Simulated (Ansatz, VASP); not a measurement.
# Two plane-wave programs on Au

The input INCAR:

```
PREC = Accurate
ENCUT = 520
EDIFF = 1E-6
ISMEAR = 0
SIGMA = 0.1
LREAL = Auto
LASPH = True
NELM = 60
ALGO = Fast
ISIF = 2
LWAVE = False
LCHARG = True
GGA = PE
LVHAR = True
NBANDS = 168
KPAR = 4
```

File KPOINTS:

```
regular mesh
0
Gamma
  6 6 6
```

The input POSCAR:

```
Au
1.0
   -6.2368442493      6.2368442493      0.0000000000
   -6.2368442493      0.0000000000      6.2368442493
    0.0000000000      6.2368442493      6.2368442493
Au
27
Direct
    0.0000000000      0.0000000000      0.0000000000
    0.3333333333      0.0000000000      0.0000000000
    0.0000000000      0.3333333333      0.0000000000
    0.0000000000      0.0000000000      0.3333333333
    0.6666666667      0.0000000000      0.0000000000
    0.3333333333      0.3333333333      0.0000000000
    0.3333333333      0.0000000000      0.3333333333
    0.0000000000      0.6666666667      0.0000000000
    0.0000000000      0.3333333333      0.3333333333
    0.0000000000      0.0000000000      0.6666666667
    0.6666666667      0.3333333333      0.0000000000
    0.6666666667      0.0000000000      0.3333333333
    0.3333333333      0.6666666667      0.0000000000
    0.3333333333      0.3333333333      0.3333333333
    0.3333333333      0.0000000000      0.6666666667
    0.0000000000      0.6666666667      0.3333333333
    0.0000000000      0.3333333333      0.6666666667
    0.6666666667      0.6666666667      0.0000000000
    0.6666666667      0.3333333333      0.3333333333
    0.6666666667      0.0000000000      0.6666666667
    0.3333333333      0.6666666667      0.3333333333
    0.3333333333      0.3333333333      0.6666666667
    0.0000000000      0.6666666667      0.6666666667
    0.6666666667      0.6666666667      0.3333333333
    0.6666666667      0.3333333333      0.6666666667
    0.3333333333      0.6666666667      0.6666666667
    0.6666666667      0.6666666667      0.6666666667
```

Input for Ansatz:

```yaml
crystal:
  lattice:
    - [-6.2368442493, 6.2368442493, 0.0]
    - [-6.2368442493, 0.0, 6.2368442493]
    - [0.0, 6.2368442493, 6.2368442493]
  atoms:
    - { symbol: Au, position: [0.0, 0.0, 0.0] }
    - { symbol: Au, position: [0.3333333333, 0.0, 0.0] }
    - { symbol: Au, position: [0.0, 0.3333333333, 0.0] }
    - { symbol: Au, position: [0.0, 0.0, 0.3333333333] }
    - { symbol: Au, position: [0.6666666667, 0.0, 0.0] }
    - { symbol: Au, position: [0.3333333333, 0.3333333333, 0.0] }
    - { symbol: Au, position: [0.3333333333, 0.0, 0.3333333333] }
    - { symbol: Au, position: [0.0, 0.6666666667, 0.0] }
    - { symbol: Au, position: [0.0, 0.3333333333, 0.3333333333] }
    - { symbol: Au, position: [0.0, 0.0, 0.6666666667] }
    - { symbol: Au, position: [0.6666666667, 0.3333333333, 0.0] }
    - { symbol: Au, position: [0.6666666667, 0.0, 0.3333333333] }
    - { symbol: Au, position: [0.3333333333, 0.6666666667, 0.0] }
    - { symbol: Au, position: [0.3333333333, 0.3333333333, 0.3333333333] }
    - { symbol: Au, position: [0.3333333333, 0.0, 0.6666666667] }
    - { symbol: Au, position: [0.0, 0.6666666667, 0.3333333333] }
    - { symbol: Au, position: [0.0, 0.3333333333, 0.6666666667] }
    - { symbol: Au, position: [0.6666666667, 0.6666666667, 0.0] }
    - { symbol: Au, position: [0.6666666667, 0.3333333333, 0.3333333333] }
    - { symbol: Au, position: [0.6666666667, 0.0, 0.6666666667] }
    - { symbol: Au, position: [0.3333333333, 0.6666666667, 0.3333333333] }
    - { symbol: Au, position: [0.3333333333, 0.3333333333, 0.6666666667] }
    - { symbol: Au, position: [0.0, 0.6666666667, 0.6666666667] }
    - { symbol: Au, position: [0.6666666667, 0.6666666667, 0.3333333333] }
    - { symbol: Au, position: [0.6666666667, 0.3333333333, 0.6666666667] }
    - { symbol: Au, position: [0.3333333333, 0.6666666667, 0.6666666667] }
    - { symbol: Au, position: [0.6666666667, 0.6666666667, 0.6666666667] }
basis:
  ecutwfc: 420
  xc_grid: 2
kpoints:
  mp_grid: { grid: [6, 6, 6], shift: [0.0, 0.0, 0.0] }
hamiltonian:
  xc: pbe
scf:
  occupations: { method: gaussian, width: 0.1 }
output:
  forces: true
  stress: true
  eigenvalues: true
  write_density: true
  write_potential: true
  elf: true
  volumetric_format: npy
```

Alike in both runs: task single point; functional PBE; k mesh 6 × 6 × 6; occupations gaussian, width 0.1 eV; no spin polarisation.

```csv
,VASP,Ansatz
version,VASP 6.6.1,Ansatz 0.2.0
potentials or method,"VASP PAW PBE potentials, release 64 (Au), cutoff 520 eV","scalar-relativistic, plane waves, PAW"
valence electrons in the cell,297,513
```

```csv
,VASP,Ansatz,Ansatz less VASP
gap on the k mesh at the Fermi level (eV),none,none,-
pressure (GPa),-0.3,0.0,+0.27
```

A gap of «none» marks a metal or a gap that the smearing closes. VASP's potentials hold 297 valence electrons a cell and Ansatz's 513, so a difference there can come from the potentials and not from the codes.

Neither program's run includes spin-orbit coupling.
